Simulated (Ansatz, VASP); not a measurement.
## Two plane-wave programs on Nb

```
Nb
1.0
     0.00000    2.14672    2.14672
     2.14672    0.00000    2.14672
     2.14672    2.14672    0.00000
Nb
1
Cartesian
  0.0000 0.0000 0.0000
```

Change from the starting cell: strain +0.015 along x and y, +0.015 along z, atoms carried along.

Alike in both runs: task single point; functional r2SCAN; k mesh 20 × 20 × 20; occupations gaussian, width 0.15 eV; no spin polarisation.

|  | VASP | Ansatz |
| --- | --- | --- |
| version | VASP 6.6.1 | Ansatz 0.2.0 |
| potentials or method | VASP PAW PBE potentials, release 64 (Nb_sv), cutoff 520 eV | scalar-relativistic, plane waves, PAW |
| valence electrons in the cell | 13 | 13 |

```csv
,VASP,Ansatz,Ansatz less VASP
gap on the k mesh at the Fermi level (eV),none,none,-
pressure (GPa),-8.8,-8.6,+0.12
```

VASP's potentials were made for PBE, not for r2SCAN. A gap of «none» marks a metal or a gap that the smearing closes. With one functional, cell and mesh, what is left measures potentials, basis and numerics.
